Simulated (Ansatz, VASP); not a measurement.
## Two plane-wave programs on MgO

The input INCAR:

```
SYSTEM = MgO
ALGO = Normal
EDIFF = 1E-7
ENCUT = 520
GGA = PE
ISIF = 2
ISMEAR = 0
LASPH = .TRUE.
LCHARG = .TRUE.
LELF = .TRUE.
LREAL = .FALSE.
LVHAR = .TRUE.
LWAVE = .FALSE.
NBANDS = 26
NELM = 80
PREC = Accurate
SIGMA = 0.05
```

The input KPOINTS:

```
k-points
0
G
  6 6 6
  0 0 0
```

File POSCAR:

```
MgO
1.0
    4.2703000000      0.0000000000      0.0000000000
    0.0000000000     -4.2703000000      0.0000000000
    0.0000000000      0.0000000000     -4.2703000000
Mg O
4 4
Direct
    0.0298056859      0.4701943141      0.5000000000
    0.5000000000      0.0000000000      0.5000000000
    0.5000000000      0.5000000000      0.0000000000
    0.0000000000      0.0000000000      0.0000000000
    0.5000000000      0.0000000000      0.0000000000
    0.0000000000      0.5000000000      0.0000000000
    0.0000000000      0.0000000000      0.5000000000
    0.5000000000      0.5000000000      0.5000000000
```

Input for Ansatz:

```yaml
crystal:
  lattice:
    - [4.2703, 0.0, 0.0]
    - [0.0, -4.2703, 0.0]
    - [0.0, 0.0, -4.2703]
  atoms:
    - { symbol: Mg, position: [0.0298056859, 0.4701943141, 0.5] }
    - { symbol: Mg, position: [0.5, 0.0, 0.5] }
    - { symbol: Mg, position: [0.5, 0.5, 0.0] }
    - { symbol: Mg, position: [0.0, 0.0, 0.0] }
    - { symbol: O, position: [0.5, 0.0, 0.0] }
    - { symbol: O, position: [0.0, 0.5, 0.0] }
    - { symbol: O, position: [0.0, 0.0, 0.5] }
    - { symbol: O, position: [0.5, 0.5, 0.5] }
basis:
  ecutwfc: 420
kpoints:
  mp_grid: { grid: [6, 6, 6] }
hamiltonian:
  xc: pbe
scf:
  occupations: { method: gaussian, width: 0.05 }
output:
  forces: true
  stress: true
  eigenvalues: true
```

Alike in both runs: task single point; functional PBE; k mesh 6 × 6 × 6; occupations gaussian, width 0.05 eV; no spin polarisation.

|  | VASP | Ansatz |
| --- | --- | --- |
| version | VASP 6.6.1 | Ansatz 0.2.0 |
| potentials or method | VASP PAW PBE potentials, release 64 (Mg, O), cutoff 520 eV | scalar-relativistic, plane waves, PAW |
| valence electrons in the cell | 32 | 64 |

|  | VASP | Ansatz | Ansatz less VASP |
| --- | --- | --- | --- |
| gap on the k mesh at the Fermi level (eV) | 4.33 | 4.35 | +0.017 |
| least direct gap on the mesh (eV) | 4.33 | 4.35 | +0.017 |
| pressure (GPa) | -1.6 | -0.8 | +0.72 |
| traceless stress, the component that is largest in VASP (GPa) | -0.77 | -0.76 | +0.009 |
| rms of the force components (eV/Å) | 0.370 | 0.367 | -0.0033 |

Atom by atom the forces differ by 0.003 eV/Å (rms over components). The functional is the same, so the differences come from potentials, cutoffs and numerics. VASP's potentials hold 32 valence electrons a cell and Ansatz's 64, so a difference there can come from the potentials and not from the codes.
